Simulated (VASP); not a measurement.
# BiTe (R-3m) in VASP: notebook

BiTe is run at these levels: r2SCAN; tasks: single point.

Program: VASP 6.6.1. These are calculated values, not measurements. Logs are shortened: lines on timing, memory, paths and dates and some standing lists are left out, and cuts for length are marked.

### Step 1. The cell of the first run

It takes space group R-3m (No. 166, trigonal). Conventional cell: a = 4.805 Å, b = 4.805 Å, c = 9.662 Å, α = 90.00°, β = 90.00°, γ = 120.00°. Bi (site symmetry -3m) has 6 Te at 3.21 Å and 6 Bi at 4.25 Å within 4.3 Å. Te (site symmetry -3m) has 6 Bi at 3.21 Å and 6 Te at 4.25 Å within 4.3 Å.

### Step 2. Single point, r2SCAN (32.20 Å³/atom)

File POSCAR:

```
BiTe
1.0
    2.4024298624      1.3870435278      3.2207234805
   -2.4024298624      1.3870435278      3.2207234805
    0.0000000000     -2.7740870556      3.2207234805
Bi Te
1 1
Direct
    0.5000000000      0.5000000000      0.5000000000
    0.0000000000      0.0000000000      0.0000000000
```

File INCAR.step1:

```
SYSTEM = BiTe
PREC = Accurate
ENCUT = 520
ISMEAR = 0
SIGMA = 0.1
LREAL = .FALSE.
LASPH = .TRUE.
NELM = 100
NBANDS = 18
GGA = PE
ALGO = Normal
EDIFF = 1E-4
LWAVE = .TRUE.
LCHARG = .FALSE.
```

File INCAR.step2:

```
SYSTEM = BiTe
PREC = Accurate
ENCUT = 520
EDIFF = 1E-6
ISMEAR = 0
SIGMA = 0.1
LREAL = .FALSE.
LASPH = .TRUE.
NELM = 100
ALGO = Normal
ISIF = 2
LWAVE = .FALSE.
LCHARG = .FALSE.
METAGGA = R2SCAN
LMIXTAU = .TRUE.
NBANDS = 18
ISTART = 1
```

File KPOINTS:

```
Automatic mesh
0
G
  12 12 12
  0 0 0
```

Potentials or basis: VASP PAW PBE potentials, release 64 (Bi_d, Te).

The run is started by

```
cat potpaw_PBE.64/Bi_d/POTCAR potpaw_PBE.64/Te/POTCAR > POTCAR
cp INCAR.step1 INCAR
mpirun -np 1 vasp_std > vasp.out
cp INCAR.step2 INCAR
mpirun -np 1 vasp_std > vasp.out
```

OUTCAR:

```text
SYSTEM = BiTe
   PREC = Accurate
   ENCUT = 520
   EDIFF = 1E-6
   ISMEAR = 0
   LREAL = .FALSE.
   LASPH = .TRUE.
   NELM = 100
   ISIF = 2
   METAGGA = R2SCAN
   ISTART = 1

 ion  position               nearest neighbor table
   1  0.500  0.500  0.500-   2 3.21   2 3.21   2 3.21   2 3.21   2 3.21   2 3.21
   2  0.000  0.000  0.000-   1 3.21   1 3.21   1 3.21   1 3.21   1 3.21   1 3.21

  LATTYP: Found a trigonal (rhomboedric) cell.
 ALAT       =     4.2507197896
 COS(alpha) =     0.3611388529

  Lattice vectors:

 A1 = (   2.4024298624,   1.3870435278,   3.2207234805)
 A2 = (  -2.4024298624,   1.3870435278,   3.2207234805)
 A3 = (   0.0000000000,  -2.7740870556,   3.2207234805)

Analysis of symmetry for initial positions (statically):
=====================================================================
 Subroutine PRICEL returns:
 Original cell was already a primitive cell.

 Routine SETGRP: Setting up the symmetry group for a
 trigonal (rhombohedral) supercell.

 Subroutine GETGRP returns: Found 12 space group operations
 (whereof 12 operations were pure point group operations)
 out of a pool of 12 trial point group operations.

The static configuration has the point symmetry D_3d.

Analysis of symmetry for dynamics (positions and initial velocities):
=====================================================================
 Subroutine PRICEL returns:
 Original cell was already a primitive cell.

 Routine SETGRP: Setting up the symmetry group for a
 trigonal (rhombohedral) supercell.

 Subroutine GETGRP returns: Found 12 space group operations
 (whereof 12 operations were pure point group operations)
 out of a pool of 12 trial point group operations.

The dynamic configuration has the point symmetry D_3d.

 Subroutine INISYM returns: Found 12 space group operations
 (whereof 12 operations are pure point group operations),
 and found     1 'primitive' translations

----------------------------------------------------------------------------------------

                                     Primitive cell

  volume of cell :      64.3940

  direct lattice vectors                    reciprocal lattice vectors
     2.402429862  1.387043528  3.220723480     0.208122621  0.120159651  0.103496415
    -2.402429862  1.387043528  3.220723480    -0.208122621  0.120159651  0.103496415
[... 76 lines left out ...]
   PREC   = accura    normal or accurate (medium, high low for compatibility)
   ISTART =      1    job   : 0-new  1-cont  2-samecut
   ICHARG =      0    charge: 1-file 2-atom 10-const
   ISPIN  =      1    spin polarized calculation?
   LNONCOLLINEAR =      F non collinear calculations
   LSORBIT =      F    spin-orbit coupling
   LASPH  =      T    aspherical Exc in radial PAW
   ENCUT  =  520.0 eV  38.22 Ry    6.18 a.u.   7.90  7.90  7.90*2*pi/ulx,y,z
   NELM   =    100;   NELMIN=  2; NELMDL=  0     # of ELM steps
   EDIFF  = 0.1E-05   stopping-criterion for ELM
   LREAL  =      F    real-space projection
   EDIFFG = 0.1E-04   stopping-criterion for IOM
   NSW    =      0    number of steps for IOM
   IBRION =     -1    ionic relax: 0-MD 1-quasi-New 2-CG
   NFREE  =      0    steps in history (QN), initial steepest desc. (CG)
   ISIF   =      2    stress and relaxation
   ISYM   =      2    0-nonsym 1-usesym 2-fastsym
   POTIM  = 0.5000    time-step for ionic-motion
   TEBEG  =    0.0;   TEEND  =   0.0 temperature during run
   PSTRESS=    0.0 pullay stress
   NELECT =      21.0000    total number of electrons
   NUPDOWN=      -1.0000    fix difference up-down
   EMIN   =  10.00;   EMAX   =-10.00  energy-range for DOS
   EFERMI =   0.00;   METHOD = LEGACY
   ISMEAR =     0;   SIGMA  =   0.10  broadening in eV -4-tet -1-fermi 0-gaus
   EFERMI_NEDOS =   21; number of points for ismear=-14 and -15
   IALGO  =     38    algorithm
   IMIX   =      4    mixing-type and parameters
     AMIX     =   0.40;   BMIX     =  1.00
     AMIX_MAG =   1.60;   BMIX_MAG =  1.00
  volume/ion in A,a.u.               =      32.20       217.28
  Fermi-wavevector in a.u.,A,eV,Ry     =   1.126850  2.129438 17.276553  1.269791
  Thomas-Fermi vector in A             =   2.263534
   LORBIT       =      0    0 simple, 1 ext, 2 COOP (PROOUT), +10 PAW based schemes
   METAGGA = R2SCAN    functional components
   LHFCALC =     F    Hartree Fock is set to
   AEXX    =    0.0000 exact exchange contribution
   IVDW    =     0    specifies the selected vdW correction
   LEPSILON=     F    determine dielectric tensor
   LRPA    =     F    only Hartree local field effects (RPA)
 non-spin polarized calculation
 Gauss-broadening in eV      SIGMA  =   0.10
  energy-cutoff  :      520.00
  volume of cell :       64.39
 maximum number of plane-waves:      1748
   NGX = 15   NGY = 15   NGZ = 15

 number of electron      21.0000008 magnetization

 Free energy of the ion-electron system (eV)
  ---------------------------------------------------
  ext. energy  EPLUGINS =         0.00000000
  ---------------------------------------------------
  free energy    TOTEN  =       -84.03060453 eV

  energy without entropy =      -84.02537687  energy(sigma->0) =      -84.02799070

 E-fermi :   7.1904     XC(G=0): -10.2657

 val. band max:        7.1712880179   @ k =  -0.4167   0.1667  -0.0000
 cond. band min:       7.2049595861   @ k =  -0.2500   0.0833  -0.0000
 fundamental gap:      0.0336715682
 Fermi energy:         7.1904018517

 k-point     1 :       0.0000    0.0000    0.0000
  band No.  band energies     occupation
      1     -16.8312      2.00000
      2     -16.8312      2.00000
      3     -16.8152      2.00000
      4     -16.8152      2.00000
      5     -16.7918      2.00000
      6      -7.2428      2.00000
[... 481 lines left out ...]
      5     -16.7877      2.00000
      6      -5.1027      2.00000
[... 10 lines left out ...]
     17      16.8651      0.00000
     18      17.7045      0.00000

 [... further k-points ...]
[... 5 lines left out ...]
  --------------------------------------------------------------------------------------
  -------------------------------------------------------------------------------------
  Total        0.5809459      0.5809459      0.5875216      0.0000000     -0.0000000      0.0000000
  in kB       14.4544239     14.4544239     14.6180319      0.0000000     -0.0000000      0.0000000
  external PRESSURE =      14.5089599 kB  Pullay stress =       0.0000000 kB

 VOLUME and BASIS-vectors are now :
 -----------------------------------------------------------------------------
  energy-cutoff  :      520.00
  volume of cell :       64.39
      direct lattice vectors                 reciprocal lattice vectors
     2.402429862  1.387043528  3.220723480     0.208122621  0.120159651  0.103496415
    -2.402429862  1.387043528  3.220723480    -0.208122621  0.120159651  0.103496415
     0.000000000 -2.774087056  3.220723480     0.000000000 -0.240319303  0.103496415

 POSITION                                       TOTAL-FORCE (eV/Angst)
 -----------------------------------------------------------------------------------
      0.00000      0.00000      4.83109         0.000000     -0.000000      0.000000
      0.00000      0.00000      0.00000        -0.000000      0.000000     -0.000000
 -----------------------------------------------------------------------------------
    total drift:                               -0.000000      0.000000     -0.000000

  FREE ENERGIE OF THE ION-ELECTRON SYSTEM (eV)
  ---------------------------------------------------
  free  energy   TOTEN  =       -84.0306045295 eV

  energy  without entropy=      -84.0253768685  energy(sigma->0) =      -84.02799070
```

Run time: 5.5 min. Hardware: 1 thread of AMD EPYC 9R45 (Zen 5), shared host; peak memory 0.32 GiB.

What came out:

| Item | Value |
| --- | --- |
| Free energy | -84.0306 eV |
| Pressure | 1.5 GPa |
| Band gap on the k mesh | zero (an odd number of electrons rules out a gap without spin polarisation) |

Caveat: the PAW data sets were made with another functional, which shifts forces and pressure a little; spin-orbit coupling is left out, which moves the levels of the heavy elements.

### Step 3. Single point, r2SCAN

This run uses another cell than the first one, of 33.19 Å³/atom.

File POSCAR:

```
BiTe
1.0
    2.4109583641      1.3919674605      3.2968843992
   -2.4109583641      1.3919674605      3.2968843992
    0.0000000000     -2.7839349210      3.2968843992
Bi Te
1 1
Direct
    0.5000000000      0.5000000000      0.5000000000
    0.0000000000      0.0000000000      0.0000000000
```

File INCAR.step1:

```
SYSTEM = BiTe
PREC     = Accurate       ! precision mode
ENCUT    = 520            ! plane-wave cutoff, eV
ISMEAR   = 0              ! smearing method
SIGMA    = 0.1            ! smearing width, eV
LREAL    = .FALSE.        ! projectors in reciprocal space
LASPH    = .TRUE.         ! aspherical terms in the spheres
NELM     = 60             ! most SCF steps
NBANDS   = 18             ! bands
GGA      = PE             ! functional
ALGO     = Normal         ! electronic algorithm
EDIFF    = 1E-4           ! SCF threshold, eV
LWAVE    = .TRUE.         ! write WAVECAR
LCHARG   = .FALSE.        ! write CHGCAR
```

File INCAR.step2:

```
SYSTEM = BiTe
PREC     = Accurate       ! precision mode
ENCUT    = 520            ! plane-wave cutoff, eV
EDIFF    = 1E-7           ! SCF threshold, eV
ISMEAR   = 0              ! smearing method
SIGMA    = 0.1            ! smearing width, eV
LREAL    = .FALSE.        ! projectors in reciprocal space
LASPH    = .TRUE.         ! aspherical terms in the spheres
NELM     = 60             ! most SCF steps
ALGO     = Normal         ! electronic algorithm
ISIF     = 2              ! what is computed and relaxed
LWAVE    = .FALSE.        ! write WAVECAR
LCHARG   = .FALSE.        ! write CHGCAR
METAGGA  = R2SCAN         ! meta-GGA
LMIXTAU  = .TRUE.       
NBANDS   = 18             ! bands
ISTART   = 1
```

File KPOINTS:

```
regular mesh
0
G
  12 12 12
  0 0 0
```

Potentials or basis: VASP PAW PBE potentials, release 64 (Bi_d, Te).

The run is started by

```
cat potpaw_PBE.64/Bi_d/POTCAR potpaw_PBE.64/Te/POTCAR > POTCAR
cp INCAR.step1 INCAR
mpirun -np 1 vasp_std > vasp.out
cp INCAR.step2 INCAR
mpirun -np 1 vasp_std > vasp.out
```

Wall time 5.6 min (1 thread of AMD EPYC 9R45 (Zen 5), shared host); peak memory 0.32 GiB.

The run converged. Its results:

* Free energy: -84.0396 eV
* Pressure: 0.0 GPa
* Band gap on the k mesh: zero (an odd number of electrons rules out a gap without spin polarisation)

Levels at points of the mesh, in eV from the Fermi level:
```csv
k point,band 8,band 9,band 10,band 11,band 12,band 13
"(0.00, 0.00, 0.00)",-3.24,-3.24,-1.86,1.92,2.68,2.68
"(0.50, 0.00, 0.00)",-2.09,-1.98,-1.12,-0.93,-0.69,0.35
"(0.50, 0.50, 0.00)",-6.02,-4.87,-3.63,2.66,3.24,3.86
"(0.50, 0.50, 0.50)",-2.61,-2.61,-2.36,-1.56,-1.38,-1.38
```

Caveat: the PAW data sets were made with another functional, which shifts forces and pressure a little; spin-orbit coupling is left out, which moves the levels of the heavy elements.
